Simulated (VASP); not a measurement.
Write the native input for VASP 6.6.1 that does the following.

* Task: single point
* Functional: PBE
* Potentials or basis: VASP PAW PBE potentials, release 64 (Rb_sv, S)
* Cutoff: 520 eV
* k mesh: 4 × 4 × 4
* Occupations: gaussian, width 0.1 eV
* Spin: no spin polarisation
* Dipole correction: no
* Further INCAR settings: ALGO = Normal; EDIFF = 1e-06; NBANDS = 36

The structure of Rb4S3 lies in POSCAR:

```
Rb4S3
1.0
    6.2536789100      0.0000000000      0.0000000000
    0.0000000000      6.2536789100      0.0000000000
    0.0000000000      0.0000000000      6.2536789100
Rb S
4 3
Direct
    0.0000000000      0.5000000000      0.5000000000
    0.5000000000      0.0000000000      0.5000000000
    0.5000000000      0.5000000000      0.0000000000
    0.5000000000      0.5000000000      0.5000000000
    0.5000000000      0.0000000000      0.0000000000
    0.0000000000      0.5000000000      0.0000000000
    0.0000000000      0.0000000000      0.5000000000
```

The cell was built from a structure type or drawn by symmetry, and may not be a known phase.

One way to write it, as run:

INCAR

```
SYSTEM = Rb4S3
  ALGO = Normal
  EDIFF = 1E-6
  ENCUT = 520
  GGA = PE
  ISIF = 2
  ISMEAR = 0
  LASPH = .True.
  LCHARG = .False.
  LREAL = .False.
  LWAVE = .False.
  NBANDS = 36
  NELM = 100
  PREC = Accurate
  SIGMA = 0.1
```

KPOINTS

```
k-points
0
Gamma
  4 4 4
  0 0 0
```

Potentials or basis: VASP PAW PBE potentials, release 64 (Rb_sv, S).

Launch:

```sh
$ cat potpaw_PBE.64/Rb_sv/POTCAR potpaw_PBE.64/S/POTCAR > POTCAR
$ mpirun -np 1 vasp_std > vasp.out
```

Results of the run:

```
Pressure               : 4.0 GPa
Band gap on the k mesh : zero (bands 27 and 28 overlap by 0.18 eV)
```

Caveat: the cell stands under pressure.

Run time: 62 s on 1 thread of Intel(R) Xeon(R) Platinum 8488C (Sapphire Rapids), with other jobs on the host, peak memory 0.34 GiB.
